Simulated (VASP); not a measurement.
# SiW8C8Cl2 in VASP: a series of runs

The runs below take SiW8C8Cl2 through single point, with PBE.

All numbers are computed with VASP 6.6.1; they aren't measurements. Logs are shortened: lines on timing, memory, paths and dates and some standing lists are left out, and cuts for length are marked.

## (1) The cell of the first run

The cell holds a slab with vacuum, 19 atoms: a = 5.801 Å, b = 5.801 Å, c = 16.247 Å, α = 90.00°, β = 90.00°, γ = 120.00°.

## (2) Single point, PBE

INCAR

```
PREC = Accurate ; ENCUT = 520
EDIFF = 1E-7 ; ISMEAR = -1
SIGMA = 0.1 ; LREAL = Auto
LASPH = T ; NELM = 100
ALGO = Normal ; ISIF = 2
LWAVE = F ; LCHARG = T
GGA = PE ; LELF = T
LVHAR = T ; NBANDS = 96
```

KPOINTS

```
regular mesh
0
Gamma
  3 3 1
```

POSCAR

```
SiW8C8Cl2
1.0
    5.8006000000      0.0000000000      0.0000000000
   -2.9003000000      5.0234670000      0.0000000000
    0.0000000000      0.0000000000     16.2466500000
W C Si Cl
8 8 1 2
Direct
    0.0000000000      0.0000000000      0.0615512000
    0.0012752790      0.0004110733      0.2367338494
    0.0000000000      0.5000000000      0.0615512000
    0.0012158847      0.5007230025      0.2367092768
    0.5000000000      0.0000000000      0.0615512000
    0.4928016108     -0.0036699505      0.2390677788
    0.5000000000      0.5000000000      0.0615512000
    0.5025661203      0.5012644497      0.2336781375
    0.3342222199      0.1660060782      0.1436097989
    0.3284686174      0.1690310928      0.3166951870
    0.3342157719      0.6682068422      0.1436111547
    0.3283117213      0.6592698520      0.3167245585
    0.8311131434      0.1655381549      0.1449112860
    0.8228683505      0.1614145182      0.3142994855
    0.8357760789      0.6678877553      0.1409974489
    0.8322205110      0.6660377249      0.3040595077
    0.3202606564      0.4100503150      0.3868969935
   -0.1286415525      0.1861693894      0.4242517193
    0.5025464532      0.5013489901      0.5004874984
```

Potentials or basis: VASP PAW PBE potentials, release 64 (W_sv, C, Si, Cl).

Started as:

```
$ cat potpaw_PBE.64/W_sv/POTCAR potpaw_PBE.64/C/POTCAR potpaw_PBE.64/Si/POTCAR potpaw_PBE.64/Cl/POTCAR > POTCAR
$ mpirun -np 1 vasp_std > vasp.out
```

OUTCAR:

```text
PREC = Accurate
   ENCUT = 520
   EDIFF = 1E-7
   ISMEAR = -1
   LREAL = Auto
   LASPH = T
   NELM = 100
   ISIF = 2
   GGA = PE

 ion  position               nearest neighbor table
   1  0.000  0.000  0.062-  15 2.11   9 2.14  13 2.16   2 2.85   5 2.90   5 2.90   3 2.90   3 2.90
                             7 2.90   7 2.90
   2  0.001  0.000  0.237-  16 2.00  10 2.10  14 2.12  13 2.25   9 2.26  15 2.28   1 2.85   6 2.86
                             8 2.89   4 2.90   4 2.90   8 2.91   6 2.94  17 3.26
   3  0.000  0.500  0.062-  15 2.11  11 2.14  13 2.16   4 2.85   7 2.90   7 2.90   5 2.90   1 2.90
                             1 2.90   5 2.90
   4  0.001  0.501  0.237-  16 2.00  12 2.10  14 2.12  13 2.25  11 2.26  15 2.28   3 2.85   6 2.86
                             8 2.89   2 2.90   2 2.90   8 2.91   6 2.94  17 3.26
   5  0.500  0.000  0.062-   9 2.13  11 2.13  13 2.14   6 2.88   1 2.90   1 2.90   3 2.90   7 2.90
                             7 2.90   3 2.90
   6  0.493  0.996  0.239-  14 2.06  10 2.11  12 2.11  11 2.26   9 2.26  13 2.29   2 2.86   4 2.86
                             5 2.88   8 2.90   8 2.90   4 2.94   2 2.94
   7  0.500  0.500  0.062-  15 2.12   9 2.14  11 2.14   8 2.80   3 2.90   3 2.90   5 2.90   5 2.90
                             1 2.90   1 2.90
   8  0.503  0.501  0.234-  16 2.01  10 2.15  12 2.15   9 2.23  11 2.23  15 2.25  17 2.65   7 2.80
                             4 2.89   2 2.89   6 2.90   6 2.90   2 2.91   4 2.91
   9  0.334  0.166  0.144-   5 2.13   7 2.14   1 2.14   8 2.23   2 2.26   6 2.26
  10  0.328  0.169  0.317-  17 1.82   2 2.10   6 2.11   8 2.15
  11  0.334  0.668  0.144-   5 2.13   7 2.14   3 2.14   8 2.23   4 2.26   6 2.26
  12  0.328  0.659  0.317-  17 1.82   4 2.10   6 2.11   8 2.15
  13  0.831  0.166  0.145-   5 2.14   1 2.16   3 2.16   4 2.25   2 2.25   6 2.29
  14  0.823  0.161  0.314-  18 1.80   6 2.06   4 2.12   2 2.12
  15  0.836  0.668  0.141-   3 2.11   1 2.11   7 2.12   8 2.25   2 2.28   4 2.28
  16  0.832  0.666  0.304-   4 2.00   2 2.00   8 2.01
  17  0.320  0.410  0.387-  10 1.82  12 1.82  19 2.06  18 2.34   8 2.65   2 3.26   4 3.26
  18  0.871  0.186  0.424-  14 1.80  17 2.34
  19  0.503  0.501  0.500-  17 2.06

  LATTYP: Found a hexagonal cell.
 ALAT       =     5.8006000000
 C/A-ratio  =     2.8008568079

  Lattice vectors:

 A1 = (   5.8006000000,   0.0000000000,   0.0000000000)
 A2 = (  -2.9003000000,   5.0234670000,   0.0000000000)
 A3 = (   0.0000000000,   0.0000000000,  16.2466500000)

Analysis of symmetry for initial positions (statically):
=====================================================================
 Subroutine PRICEL returns:
 Original cell was already a primitive cell.

 Routine SETGRP: Setting up the symmetry group for a
 hexagonal supercell.

[... 141 lines left out ...]
   TEBEG  =    0.0;   TEEND  =   0.0 temperature during run
   PSTRESS=    0.0 pullay stress
   NELECT =     162.0000    total number of electrons
   NUPDOWN=      -1.0000    fix difference up-down
   EMIN   =  10.00;   EMAX   =-10.00  energy-range for DOS
   EFERMI =   0.00;   METHOD = LEGACY
   ISMEAR =    -1;   SIGMA  =   0.10  broadening in eV -4-tet -1-fermi 0-gaus
   EFERMI_NEDOS =   21; number of points for ismear=-14 and -15
   IALGO  =     38    algorithm
   IMIX   =      4    mixing-type and parameters
     AMIX     =   0.40;   BMIX     =  1.00
     AMIX_MAG =   1.60;   BMIX_MAG =  1.00
  volume/ion in A,a.u.               =      24.92       168.14
  Fermi-wavevector in a.u.,A,eV,Ry     =   1.145073  2.163874 17.839844  1.311192
  Thomas-Fermi vector in A             =   2.281762
   LORBIT       =      0    0 simple, 1 ext, 2 COOP (PROOUT), +10 PAW based schemes
   GGA     = PE    functional components
   LHFCALC =     F    Hartree Fock is set to
   AEXX    =    0.0000 exact exchange contribution
   IVDW    =     0    specifies the selected vdW correction
   LEPSILON=     F    determine dielectric tensor
   LRPA    =     F    only Hartree local field effects (RPA)
 non-spin polarized calculation
  energy-cutoff  :      520.00
  volume of cell :      473.41
 maximum number of plane-waves:     12777
 NGX is ok and might be reduce to    48
   NGX = 21   NGY = 21   NGZ = 61

 number of electron     161.9999990 magnetization

 Free energy of the ion-electron system (eV)
  ---------------------------------------------------
  ext. energy  EPLUGINS =         0.00000000
  ---------------------------------------------------
  free energy    TOTEN  =      -177.10768489 eV

  energy without entropy =     -176.89506271  energy(sigma->0) =     -177.00137380

 E-fermi :   1.7820     XC(G=0):  -7.2363

 val. band max:        1.7365122489   @ k =   0.0000   0.3333   0.0000
 cond. band min:       1.7979550406   @ k =   0.3333   0.0000   0.0000
 fundamental gap:      0.0614427917
 Fermi energy:         1.7819900479

 k-point     1 :       0.0000    0.0000    0.0000
  band No.  band energies     occupation
      1     -72.0437      2.00000
      2     -71.9908      2.00000
      3     -71.9889      2.00000
      4     -71.9755      2.00000
      5     -71.9300      2.00000
      6     -71.8767      2.00000
[... 469 lines left out ...]
     92       4.4483      0.00000
     93       4.4633      0.00000
 [bands above 93 left out]

------------------------ aborting loop because EDIFF is reached ----------------------------------------

  FORCE on cell =-STRESS in cart. coord.  units (eV):
  Direction    XX          YY          ZZ          XY          YZ          ZX
  --------------------------------------------------------------------------------------
  -------------------------------------------------------------------------------------
  Total        5.6160614      3.7006681      0.4553177      1.6716648     -0.0486559     -0.0808098
  in kB       19.0064992     12.5242123      1.5409366      5.6574339     -0.1646668     -0.2734854
  external PRESSURE =      11.0238827 kB  Pullay stress =       0.0000000 kB

 VOLUME and BASIS-vectors are now :
 -----------------------------------------------------------------------------
  energy-cutoff  :      520.00
  volume of cell :      473.41
      direct lattice vectors                 reciprocal lattice vectors
     5.800600000  0.000000000  0.000000000     0.172395959  0.099532853  0.000000000
    -2.900300000  5.023467000  0.000000000     0.000000000  0.199065705  0.000000000
     0.000000000  0.000000000 16.246650000     0.000000000  0.000000000  0.061551151

 POSITION                                       TOTAL-FORCE (eV/Angst)
 -----------------------------------------------------------------------------------
      0.00000      0.00000      1.00000        -0.114038      0.210203     -0.056681
      0.00621      0.00207      3.84613        -0.017430      0.026870     -0.016934
     -1.45015      2.51173      1.00000         0.125229     -0.205216     -0.058379
     -1.44519      2.51537      3.84573         0.018802     -0.019272     -0.012679
      2.90030      0.00000      1.00000         0.035344      0.019450      0.351178
     -0.03111      5.00503      3.88405         0.038945      0.024487      0.034469
[... 11 lines left out ...]
      4.51445      0.93522      6.89267        -0.016950     -0.020201     -0.029566
      1.46101      2.51851      8.13125        -0.049632     -0.029182     -0.113180
 -----------------------------------------------------------------------------------
    total drift:                               -0.012816     -0.006763     -0.001007

  FREE ENERGIE OF THE ION-ELECTRON SYSTEM (eV)
  ---------------------------------------------------
  free  energy   TOTEN  =      -177.1076848924 eV

  energy  without entropy=     -176.8950627117  energy(sigma->0) =     -177.00137380
```

OSZICAR:

```text
N       E                     dE             d eps       ncg     rms          rms(c)
DAV:   1     0.191100948001E+04    0.19110E+04   -0.92695E+04  1120   0.163E+03
DAV:   2    -0.680005803252E+02   -0.19790E+04   -0.19360E+04  1128   0.480E+02
DAV:   3    -0.199318588839E+03   -0.13132E+03   -0.12755E+03  1200   0.120E+02
[... 20 lines left out ...]
DAV:  24    -0.177107677438E+03   -0.19257E-04   -0.43664E-06   968   0.650E-03    0.156E-03
DAV:  25    -0.177107681896E+03   -0.44580E-05   -0.61809E-07   944   0.281E-03    0.111E-03
DAV:  26    -0.177107684327E+03   -0.24310E-05   -0.31150E-07   840   0.174E-03    0.455E-04
DAV:  27    -0.177107684843E+03   -0.51648E-06   -0.84618E-08   712   0.100E-03    0.248E-04
DAV:  28    -0.177107684892E+03   -0.48938E-07   -0.17497E-08   640   0.473E-04
   1 F= -.17710768E+03 E0= -.17700137E+03  d E =-.212622E+00
```

stdout:

```text
POSCAR found type information on POSCAR W C SiCl
 POSCAR found :  4 types and      19 ions
 scaLAPACK will be used
 LDA part: xc-table for (Slater+PW92), standard interpolation
 POSCAR, INCAR and KPOINTS ok, starting setup
 FFT: planning ... GRIDC
 FFT: planning ... GRID_SOFT
 FFT: planning ... GRID
 WAVECAR not read
 entering main loop
```

Wall time 11 min (1 thread of Intel Xeon Platinum 8559C (Emerald Rapids), shared host); peak memory 0.67 GiB.

Results:

| Item | Value |
| --- | --- |
| Free energy | -177.1077 eV |
| Largest force | 0.460 eV/Å |
| Band gap on the k mesh | zero (bands 81 and 82 overlap by 0.60 eV) |

Forces in eV/Å, atoms in the order of the input:
```
W   -0.114  0.210 -0.057
W   -0.017  0.027 -0.017
W    0.125 -0.205 -0.058
W    0.019 -0.019 -0.013
W    0.035  0.019  0.351
W    0.039  0.024  0.034
W   -0.058 -0.034 -0.455
W   -0.041 -0.024  0.000
C    0.001  0.000 -0.003
C    0.008 -0.013  0.040
C    0.002 -0.001 -0.005
C    0.000  0.018  0.026
C    0.001 -0.001 -0.002
C    0.020  0.012  0.108
C    0.001  0.000 -0.009
C    0.007  0.009  0.105
Si   0.039  0.026  0.098
Cl  -0.017 -0.020 -0.030
Cl  -0.050 -0.029 -0.113
```

Levels at points of the mesh, in eV from the Fermi level:
| k point | band 77 | band 78 | band 79 | band 80 | band 81 | band 82 | band 83 | band 84 | band 85 | band 86 |
| --- | --- | --- | --- | --- | --- | --- | --- | --- | --- | --- |
| (0.00, 0.00, 0.00) | -0.33 | -0.08 | 0.38 | 0.44 | 0.56 | 0.60 | 0.62 | 1.19 | 2.23 | 2.26 |

Caveat: the k points lie up to 0.42 Å⁻¹ apart, too coarse for converged energies and pressures of a metal; there is no dipole correction, which matters where the two faces differ; spin-orbit coupling is left out, which moves the levels of the heavy elements.

## (3) Single point, PBE

INCAR

```
PREC = Accurate
ENCUT = 520
EDIFF = 1E-7
ISMEAR = -1
SIGMA = 0.1
LREAL = Auto
LASPH = T
NELM = 80
ALGO = Normal
ISIF = 2
LWAVE = F
LCHARG = F
GGA = PE
NBANDS = 96
```

KPOINTS is that of step 2.

POSCAR

```
SiW8C8Cl2
1.0
    5.8006000000      0.0000000000      0.0000000000
   -2.9003000000      5.0234670000      0.0000000000
    0.0000000000      0.0000000000     16.2466500000
W C Si Cl
8 8 1 2
Direct
    0.0000000000      0.0000000000      0.0615511505
    0.0013169963     -0.0121231014      0.2395263023
   -0.0000119541      0.4999933313      0.0615511505
    0.0177920693      0.4986396845      0.2380059889
    0.5000000000      0.0000000000      0.0615511505
    0.5022918200      0.0007564497      0.2389908073
    0.5000052854      0.4999933313      0.0615511505
    0.5147157794      0.5120368065      0.2321647847
    0.3291521555      0.1645278052      0.1474519362
    0.3420138139      0.1723909005      0.3145879304
    0.3250146792      0.6538910278      0.1411798740
    0.3498536579      0.6575737434      0.3182933097
    0.8401549463      0.1518473198      0.1411798740
    0.8373117671      0.1626764941      0.3183979467
    0.8344951953      0.6666113264      0.1422754845
    0.8605111748      0.6668900184      0.3016252581
    0.3108610003      0.3940903762      0.3871013409
   -0.0904175832      0.2010563621      0.4355667168
    0.5140044255      0.5087522223      0.4988966956
```

Potentials or basis: VASP PAW PBE potentials, release 64 (W_sv, C, Si, Cl).

Started as:

```
$ cat potpaw_PBE.64/W_sv/POTCAR potpaw_PBE.64/C/POTCAR potpaw_PBE.64/Si/POTCAR potpaw_PBE.64/Cl/POTCAR > POTCAR
$ mpirun -np 1 vasp_std > vasp.out
```

It took 9.9 min on 1 thread of Intel Xeon Platinum 8559C (Emerald Rapids), shared host; peak memory 0.68 GiB.

The run converged. Its results:

```yaml
Free_energy: -176.3655 eV
Largest_force: 2.981 eV/Å
Band_gap_on_the_k_mesh: zero (bands 81 and 82 overlap by 0.62 eV)
```

Forces in eV/Å, atoms in the order of the input:
```
W    0.566 -0.225 -0.217
W   -0.098  2.725 -1.205
W    0.026 -0.462 -0.031
W   -0.177 -1.199 -0.222
W   -0.131 -0.086  0.482
W    0.939 -0.444  0.670
W    0.214 -0.384 -0.534
W    0.384 -1.703  0.696
C    0.780  0.005 -0.825
C    0.026  0.066  0.421
C    0.479  1.256  0.565
C   -0.839  0.525 -0.613
C   -1.396  0.865  1.025
C   -0.236  0.118 -0.735
C    0.385 -0.038 -0.715
C   -0.923 -1.036  1.688
Si   0.635  0.606  0.335
Cl  -0.685 -0.454 -0.549
Cl   0.049 -0.136 -0.234
```

Levels at points of the mesh, in eV from the Fermi level:
```
           k point  band 79  band 80  band 81  band 82  band 83  band 84  band 85  band 86
(0.00, 0.00, 0.00)     0.31     0.44     0.53     0.58     0.65     1.23     2.11     2.17
```

Caveat: the k points lie up to 0.42 Å⁻¹ apart, too coarse for converged energies and pressures of a metal; there is no dipole correction, which matters where the two faces differ; spin-orbit coupling is left out, which moves the levels of the heavy elements.

The gap in the log of VASP goes by the Fermi energy; the results here count the filled bands.